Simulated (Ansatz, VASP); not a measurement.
## Cu: VASP beside Ansatz

File INCAR:

```
SYSTEM = Cu
PREC     = Accurate       ! precision mode
ENCUT    = 520            ! plane-wave cutoff, eV
EDIFF    = 1E-6           ! SCF threshold, eV
ISMEAR   = 0              ! smearing method
SIGMA    = 0.15           ! smearing width, eV
LREAL    = .FALSE.        ! projectors in reciprocal space
LASPH    = .TRUE.         ! aspherical terms in the spheres
NELM     = 60             ! most SCF steps
ALGO     = Fast           ! electronic algorithm
ISIF     = 2              ! what is computed and relaxed
LWAVE    = .FALSE.        ! write WAVECAR
LCHARG   = .FALSE.        ! write CHGCAR
GGA      = PS             ! functional
NBANDS   = 12             ! bands
```

Contents of KPOINTS:

```
regular mesh
0
G
  28 28 28
  0 0 0
```

POSCAR

```
Cu
1.0
    0.0000000000      1.7371438586      1.8707703092
    1.7371438586      0.0000000000      1.8707703092
    1.7371438586      1.7371438586      0.0000000000
Cu
1
Direct
    0.0000000000      0.0000000000      0.0000000000
```

Input for Ansatz:

```yaml
crystal:
  lattice:
    - [0.0, 1.7371438586, 1.8707703092]
    - [1.7371438586, 0.0, 1.8707703092]
    - [1.7371438586, 1.7371438586, 0.0]
  atoms:
    - { symbol: Cu, position: [0.0, 0.0, 0.0] }
basis:
  ecutwfc: 420
kpoints:
  mp_grid: { grid: [28, 28, 28] }
hamiltonian:
  xc: pbesol
scf:
  occupations: { method: gaussian, width: 0.15 }
output:
  forces: true
  stress: true
  eigenvalues: true
```

Change from the starting cell: strain -0.025 along x and y, +0.050 along z, atoms carried along.

Alike in both runs: task single point; functional PBEsol; k mesh 28 × 28 × 28; occupations gaussian, width 0.15 eV; no spin polarisation.

|  | VASP | Ansatz |
| --- | --- | --- |
| version | VASP 6.6.1 | Ansatz 0.2.0 |
| potentials or method | VASP PAW PBE potentials, release 64 (Cu), cutoff 520 eV | scalar-relativistic, plane waves, PAW |
| valence electrons in the cell | 11 | 19 |

```csv
,VASP,Ansatz,Ansatz less VASP
gap on the k mesh at the Fermi level (eV),none,none,-
pressure (GPa),1.3,0.6,-0.71
"traceless stress, the component that is largest in VASP (GPa)",-4.17,-4.19,-0.018
```

VASP's potentials were made for PBE, not for PBEsol. A gap of «none» marks a metal or a gap that the smearing closes. VASP's potentials hold 11 valence electrons a cell and Ansatz's 19, so a difference there can come from the potentials and not from the codes.
